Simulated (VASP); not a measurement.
# Ti (P6_3/mmc) in VASP: notebook

The runs below take Ti through single point, with PBE.

Program: VASP 6.6.1. These are calculated values, not measurements. Logs are shortened: lines on timing, memory, paths and dates and some standing lists are left out, and cuts for length are marked.

## Step 1: The cell of the first run

The structure is hexagonal, space group P6_3/mmc (No. 194). The conventional cell has a = 2.950 Å, b = 2.950 Å, c = 4.686 Å, α = 90.00°, β = 90.00°, γ = 120.00°. Ti (site symmetry -6m2) has 12 Ti at 2.90 to 2.95 Å within 3.8 Å.

## Step 2: Single point, PBE

INCAR reads:

```
ALGO = Normal ; EDIFF = 1E-6
ENCUT = 520 ; GGA = PE
ISIF = 2 ; ISMEAR = 0
LASPH = T ; LCHARG = T
LELF = T ; LREAL = F
LVHAR = T ; LWAVE = F
NBANDS = 19 ; NELM = 100
PREC = Accurate ; SIGMA = 0.1
```

KPOINTS reads:

```
k-points
0
Gamma
  9 9 4
```

POSCAR reads:

```
Ti
1.0
    2.9499978604      0.0000000000      0.0000000000
   -1.4749989302      2.5547730882      0.0000000000
    0.0000000000      0.0000000000      4.6860000000
Ti
2
Direct
    0.3333333333      0.6666666667      0.2500000000
    0.6666666667      0.3333333333      0.7500000000
```

Potentials or basis: VASP PAW PBE potentials, release 64 (Ti_sv).

On the command line:

```bash
> cat potpaw_PBE.64/Ti_sv/POTCAR > POTCAR
> mpirun -np 1 vasp_std > vasp.out
```

OUTCAR:

```text
EDIFF = 1E-6
   ENCUT = 520
   GGA = PE
   ISIF = 2
   ISMEAR = 0
   LASPH = T
   LREAL = F
   NELM = 100
   PREC = Accurate

 ion  position               nearest neighbor table
   1  0.333  0.667  0.250-   2 2.90   2 2.90   2 2.90   2 2.90   2 2.90   2 2.90
   2  0.667  0.333  0.750-   1 2.90   1 2.90   1 2.90   1 2.90   1 2.90   1 2.90

  LATTYP: Found a hexagonal cell.
 ALAT       =     2.9499978604
 C/A-ratio  =     1.5884757284

  Lattice vectors:

 A1 = (   2.9499978604,   0.0000000000,   0.0000000000)
 A2 = (  -1.4749989302,   2.5547730882,   0.0000000000)
 A3 = (   0.0000000000,   0.0000000000,   4.6860000000)

Analysis of symmetry for initial positions (statically):
=====================================================================
 Subroutine PRICEL returns:
 Original cell was already a primitive cell.

 Routine SETGRP: Setting up the symmetry group for a
 hexagonal supercell.

 Subroutine GETGRP returns: Found 24 space group operations
 (whereof 12 operations were pure point group operations)
 out of a pool of 24 trial point group operations.

The static configuration has the point symmetry D_3d.
 The point group associated with its full space group is D_6h.

Analysis of symmetry for dynamics (positions and initial velocities):
=====================================================================
 Subroutine PRICEL returns:
 Original cell was already a primitive cell.

 Routine SETGRP: Setting up the symmetry group for a
 hexagonal supercell.

 Subroutine GETGRP returns: Found 24 space group operations
 (whereof 12 operations were pure point group operations)
 out of a pool of 24 trial point group operations.

The dynamic configuration has the point symmetry D_3d.
 The point group associated with its full space group is D_6h.

 Subroutine INISYM returns: Found 24 space group operations
 (whereof 12 operations are pure point group operations),
 and found     1 'primitive' translations

----------------------------------------------------------------------------------------

                                     Primitive cell

  volume of cell :      35.3164

  direct lattice vectors                    reciprocal lattice vectors
     2.949997860  0.000000000  0.000000000     0.338983297  0.195712098  0.000000000
    -1.474998930  2.554773088  0.000000000     0.000000000  0.391424195  0.000000000
     0.000000000  0.000000000  4.686000000     0.000000000  0.000000000  0.213401622

  length of vectors
     2.949997860  2.949997860  4.686000000     0.391424195  0.391424195  0.213401622

  position of ions in fractional coordinates (direct lattice)
     0.333333333  0.666666667  0.250000000
     0.666666667  0.333333333  0.750000000

  ion indices of the primitive-cell ions
   primitive index   ion index
                 1           1
                 2           2

----------------------------------------------------------------------------------------

 KPOINTS: k-points

Automatic generation of k-mesh.
 Grid dimensions read from file:
 generate k-points for:    9    9    4

 Generating k-lattice:

  Cartesian coordinates                     Fractional coordinates (reciprocal lattice)
     0.037664811  0.021745789  0.000000000     0.111111111  0.000000000  0.000000000
     0.000000000  0.043491577  0.000000000     0.000000000  0.111111111  0.000000000
     0.000000000  0.000000000  0.053350405     0.000000000  0.000000000  0.250000000

  Length of vectors
     0.043491577  0.043491577  0.053350405

  Shift w.r.t. Gamma in fractional coordinates (k-lattice)
     0.000000000  0.000000000  0.000000000

 Subroutine IBZKPT returns following result:
 ===========================================

 Found     36 irreducible k-points:

 Following reciprocal coordinates:
            Coordinates               Weight
  0.000000  0.000000  0.000000      1.000000
  0.111111 -0.000000  0.000000      6.000000
  0.222222 -0.000000  0.000000      6.000000
  0.333333 -0.000000  0.000000      6.000000
  0.444444 -0.000000  0.000000      6.000000
  0.111111  0.111111  0.000000      6.000000
[... 16 lines left out ...]
  0.333333  0.222222  0.250000     24.000000
  0.333333  0.333333  0.250000      4.000000
 [... further k-points ...]
   k-points           NKPTS =     36   k-points in BZ     NKDIM =     36   number of bands    NBANDS=     19
   number of dos      NEDOS =    301   number of ions     NIONS =      2
   total plane-waves  NPLWV =  20736
   dimension x,y,z NGX =    24 NGY =   24 NGZ =   36
   dimension x,y,z NGXF=    48 NGYF=   48 NGZF=   72
   ions per type =               2
   NGX,Y,Z   is equivalent  to a cutoff of  13.53, 13.53, 12.77 a.u.
   NGXF,Y,Z  is equivalent  to a cutoff of  27.05, 27.05, 25.54 a.u.
 SYSTEM =  unknown system
   PREC   = accura    normal or accurate (medium, high low for compatibility)
   ISTART =      0    job   : 0-new  1-cont  2-samecut
   ICHARG =      2    charge: 1-file 2-atom 10-const
   ISPIN  =      1    spin polarized calculation?
   LNONCOLLINEAR =      F non collinear calculations
   LSORBIT =      F    spin-orbit coupling
   LASPH  =      T    aspherical Exc in radial PAW
   ENCUT  =  520.0 eV  38.22 Ry    6.18 a.u.   5.49  5.49  8.71*2*pi/ulx,y,z
   NELM   =    100;   NELMIN=  2; NELMDL= -5     # of ELM steps
   EDIFF  = 0.1E-05   stopping-criterion for ELM
   LREAL  =      F    real-space projection
   EDIFFG = 0.1E-04   stopping-criterion for IOM
   NSW    =      0    number of steps for IOM
   IBRION =     -1    ionic relax: 0-MD 1-quasi-New 2-CG
   NFREE  =      0    steps in history (QN), initial steepest desc. (CG)
   ISIF   =      2    stress and relaxation
   ISYM   =      2    0-nonsym 1-usesym 2-fastsym
   POTIM  = 0.5000    time-step for ionic-motion
   TEBEG  =    0.0;   TEEND  =   0.0 temperature during run
   PSTRESS=    0.0 pullay stress
   NELECT =      24.0000    total number of electrons
   NUPDOWN=      -1.0000    fix difference up-down
   EMIN   =  10.00;   EMAX   =-10.00  energy-range for DOS
   EFERMI =   0.00;   METHOD = LEGACY
   ISMEAR =     0;   SIGMA  =   0.10  broadening in eV -4-tet -1-fermi 0-gaus
   EFERMI_NEDOS =   21; number of points for ismear=-14 and -15
   IALGO  =     38    algorithm
   IMIX   =      4    mixing-type and parameters
     AMIX     =   0.40;   BMIX     =  1.00
     AMIX_MAG =   1.60;   BMIX_MAG =  1.00
  volume/ion in A,a.u.               =      17.66       119.16
  Fermi-wavevector in a.u.,A,eV,Ry     =   1.439306  2.719894 28.185854  2.071602
  Thomas-Fermi vector in A             =   2.558176
   LORBIT       =      0    0 simple, 1 ext, 2 COOP (PROOUT), +10 PAW based schemes
   GGA     = PE    functional components
   LHFCALC =     F    Hartree Fock is set to
   AEXX    =    0.0000 exact exchange contribution
   IVDW    =     0    specifies the selected vdW correction
   LEPSILON=     F    determine dielectric tensor
   LRPA    =     F    only Hartree local field effects (RPA)
 non-spin polarized calculation
 Gauss-broadening in eV      SIGMA  =   0.10
  energy-cutoff  :      520.00
  volume of cell :       35.32
 maximum number of plane-waves:       974
 NGX is ok and might be reduce to    24
   NGX = 11   NGY = 11   NGZ = 17

 number of electron      24.0000001 magnetization

 Free energy of the ion-electron system (eV)
  ---------------------------------------------------
  ext. energy  EPLUGINS =         0.00000000
  ---------------------------------------------------
  free energy    TOTEN  =       -15.68206090 eV

  energy without entropy =      -15.67357839  energy(sigma->0) =      -15.67781964

 E-fermi :   8.1395     XC(G=0): -11.4194

 val. band max:        8.1001732618   @ k =   0.1111   0.1111   0.2500
 cond. band min:       8.1476742316   @ k =   0.2222   0.2222   0.5000
 fundamental gap:      0.0475009698
 Fermi energy:         8.1395128976

 k-point     1 :       0.0000    0.0000    0.0000
  band No.  band energies     occupation
      1     -48.7229      2.00000
      2     -48.5965      2.00000
      3     -25.2904      2.00000
      4     -24.6795      2.00000
      5     -24.6795      2.00000
      6     -24.6234      2.00000
[... 11 lines left out ...]
     18       9.7721      0.00000
     19      11.2531      0.00000

 k-point     2 :       0.1111   -0.0000    0.0000
  band No.  band energies     occupation
      1     -48.7117      2.00000
      2     -48.5920      2.00000
      3     -25.2651      2.00000
      4     -24.7313      2.00000
      5     -24.6966      2.00000
      6     -24.6388      2.00000
[... 11 lines left out ...]
     18       9.6239      0.00000
     19      11.3435      0.00000

 k-point     3 :       0.2222   -0.0000    0.0000
  band No.  band energies     occupation
      1     -48.6823      2.00000
      2     -48.5818      2.00000
      3     -25.1956      2.00000
      4     -24.8639      2.00000
      5     -24.7703      2.00000
      6     -24.7379      2.00000
[... 11 lines left out ...]
     18      10.1951      0.00000
     19      11.4969      0.00000

 k-point     4 :       0.3333   -0.0000    0.0000
  band No.  band energies     occupation
      1     -48.6457      2.00000
      2     -48.5730      2.00000
      3     -25.1007      2.00000
      4     -25.0164      2.00000
      5     -24.9129      2.00000
      6     -24.7827      2.00000
[... 11 lines left out ...]
     18      10.9400      0.00000
     19      11.6023      0.00000

 k-point     5 :       0.4444   -0.0000    0.0000
  band No.  band energies     occupation
      1     -48.6175      2.00000
      2     -48.5714      2.00000
      3     -25.1163      2.00000
      4     -25.0165      2.00000
      5     -25.0028      2.00000
      6     -24.8110      2.00000
[... 11 lines left out ...]
     18      11.6482      0.00000
     19      11.9537      0.00000

 k-point     6 :       0.1111    0.1111    0.0000
  band No.  band energies     occupation
      1     -48.6914      2.00000
      2     -48.5847      2.00000
      3     -25.2176      2.00000
      4     -24.8085      2.00000
      5     -24.7696      2.00000
      6     -24.6925      2.00000
[... 11 lines left out ...]
     18      10.0954      0.00000
     19      11.4261      0.00000

 k-point     7 :       0.2222    0.1111    0.0000
  band No.  band energies     occupation
      1     -48.6582      2.00000
      2     -48.5753      2.00000
      3     -25.1346      2.00000
      4     -24.9393      2.00000
      5     -24.8821      2.00000
      6     -24.7588      2.00000
[... 11 lines left out ...]
     18      10.8913      0.00000
     19      11.5064      0.00000

 k-point     8 :       0.3333    0.1111    0.0000
  band No.  band energies     occupation
      1     -48.6248      2.00000
      2     -48.5711      2.00000
      3     -25.0648      2.00000
      4     -25.0400      2.00000
      5     -24.9671      2.00000
      6     -24.8197      2.00000
[... 256 lines left out ...]
 k-point    20 :       0.3333    0.1111    0.2500
  band No.  band energies     occupation
      1     -48.6169      2.00000
      2     -48.5790      2.00000
      3     -25.1460      2.00000
      4     -25.0508      2.00000
      5     -24.8994      2.00000
      6     -24.8051      2.00000
[... 11 lines left out ...]
     18      11.4339      0.00000
     19      11.8833      0.00000

 k-point    21 :       0.4444    0.1111    0.2500
  band No.  band energies     occupation
      1     -48.6033      2.00000
      2     -48.5777      2.00000
      3     -25.1728      2.00000
      4     -25.0838      2.00000
      5     -24.9020      2.00000
      6     -24.8015      2.00000
[... 11 lines left out ...]
     18      11.6011      0.00000
     19      12.3171      0.00000

 k-point    22 :       0.2222    0.2222    0.2500
  band No.  band energies     occupation
      1     -48.6193      2.00000
      2     -48.5794      2.00000
      3     -25.1129      2.00000
      4     -25.0371      2.00000
      5     -24.8668      2.00000
      6     -24.8553      2.00000
[... 11 lines left out ...]
     18      11.4787      0.00000
     19      12.0437      0.00000

 k-point    23 :       0.3333    0.2222    0.2500
  band No.  band energies     occupation
      1     -48.5980      2.00000
      2     -48.5779      2.00000
      3     -25.1160      2.00000
      4     -25.0616      2.00000
      5     -24.9393      2.00000
      6     -24.8362      2.00000
[... 11 lines left out ...]
     18      11.5746      0.00000
     19      13.0602      0.00000

 k-point    24 :       0.3333    0.3333    0.2500
  band No.  band energies     occupation
      1     -48.5839      2.00000
      2     -48.5839      2.00000
      3     -25.0555      2.00000
      4     -25.0555      2.00000
      5     -25.0132      2.00000
      6     -24.8618      2.00000
[... 11 lines left out ...]
     18      11.2163      0.00000
     19      14.5670      0.00000

 [... further k-points ...]
[... 5 lines left out ...]
  --------------------------------------------------------------------------------------
  -------------------------------------------------------------------------------------
  Total       -0.3493504     -0.3493504     -0.6580551      0.0000000      0.0000000      0.0000000
  in kB      -15.8487681    -15.8487681    -29.8535854      0.0000000      0.0000000      0.0000000
  external PRESSURE =     -20.5170405 kB  Pullay stress =       0.0000000 kB

 VOLUME and BASIS-vectors are now :
 -----------------------------------------------------------------------------
  energy-cutoff  :      520.00
  volume of cell :       35.32
      direct lattice vectors                 reciprocal lattice vectors
     2.949997860  0.000000000  0.000000000     0.338983297  0.195712098  0.000000000
    -1.474998930  2.554773088  0.000000000     0.000000000  0.391424195  0.000000000
     0.000000000  0.000000000  4.686000000     0.000000000  0.000000000  0.213401622

 POSITION                                       TOTAL-FORCE (eV/Angst)
 -----------------------------------------------------------------------------------
     -0.00000      1.70318      1.17150         0.000000     -0.000000      0.000000
      1.47500      0.85159      3.51450        -0.000000      0.000000      0.000000
 -----------------------------------------------------------------------------------
    total drift:                               -0.000000      0.000000     -0.000000

  FREE ENERGIE OF THE ION-ELECTRON SYSTEM (eV)
  ---------------------------------------------------
  free  energy   TOTEN  =       -15.6820609005 eV

  energy  without entropy=      -15.6735783854  energy(sigma->0) =      -15.67781964
```

Run time: 24 s. Hardware: 1 thread of AMD EPYC 7R43 (Zen 3), shared host; peak memory 0.12 GiB.

Results:

```
Free energy            : -15.6821 eV
Pressure               : -2.1 GPa
Band gap on the k mesh : zero (band 12 reaches 8.93 eV, above the bottom of band 13 at 7.94 eV)
```

Levels at points of the mesh, in eV from the Fermi level:
| k point | band 10 | band 11 | band 12 | band 13 | band 14 | band 15 |
| --- | --- | --- | --- | --- | --- | --- |
| (0.00, 0.00, 0.00) | -2.63 | 0.72 | 0.79 | 0.79 | 0.88 | 1.27 |
| (0.00, 0.00, 0.50) | -4.32 | 0.09 | 0.09 | 0.70 | 0.70 | 0.70 |

## Step 3: Single point, PBE

This run uses another cell than the first one, of 17.39 Å³/atom, 0.985 times its volume.

INCAR reads:

```
SYSTEM = Ti
PREC     = Accurate       ! precision mode
ENCUT    = 520            ! plane-wave cutoff, eV
EDIFF    = 1E-6           ! SCF threshold, eV
ISMEAR   = 0              ! smearing method
SIGMA    = 0.1            ! smearing width, eV
LREAL    = .False.        ! projectors in reciprocal space
LASPH    = .True.         ! aspherical terms in the spheres
NELM     = 60             ! most SCF steps
ALGO     = Normal         ! electronic algorithm
ISIF     = 2              ! what is computed and relaxed
LWAVE    = .False.        ! write WAVECAR
LCHARG   = .True.         ! write CHGCAR
GGA      = PE             ! functional
LELF     = .True.         ! ELF
LVHAR    = .True.       
NBANDS   = 19             ! bands
```

KPOINTS reads:

```
regular mesh
0
Gamma
  12 12 8
  0 0 0
```

POSCAR reads:

```
Ti
1.0
    2.9384580613      0.0000000000      0.0000000000
   -1.4692290307      2.5447793291      0.0000000000
    0.0000000000      0.0000000000      4.6506340141
Ti
2
Direct
    0.3333333333      0.6666666667      0.2500000000
    0.6666666667      0.3333333333      0.7500000000
```

Potentials or basis: VASP PAW PBE potentials, release 64 (Ti_sv).

On the command line:

```bash
> cat potpaw_PBE.64/Ti_sv/POTCAR > POTCAR
> mpirun -np 1 vasp_std > vasp.out
```

Wall time 25 s (1 thread of Intel Xeon 6975P-C (Granite Rapids), shared host); peak memory 0.18 GiB.

The run converged. Its results:

| Property | Result |
| --- | --- |
| Free energy | -15.6768 eV |
| Pressure | -0.2 GPa |
| Band gap on the k mesh | zero (band 12 reaches 9.10 eV, above the bottom of band 13 at 8.10 eV) |

Stress tensor (GPa, compression positive):
```
-0.25  0.00  0.00
 0.00 -0.25  0.00
 0.00  0.00 -0.10
```

Levels at points of the mesh, in eV from the Fermi level:
```csv
k point,band 9,band 10,band 11,band 12,band 13,band 14,band 15,band 16
"(0.00, 0.00, 0.00)",-6.23,-2.70,0.75,0.75,0.76,0.87,1.25,1.25
"(0.50, 0.00, 0.00)",-2.36,-2.17,-1.86,-0.65,0.46,0.61,1.16,3.31
"(0.00, 0.00, 0.50)",-4.37,-4.37,0.07,0.07,0.66,0.66,0.66,0.66
"(0.50, 0.00, 0.50)",-2.56,-2.56,-0.83,-0.83,1.30,1.30,1.71,1.71
```
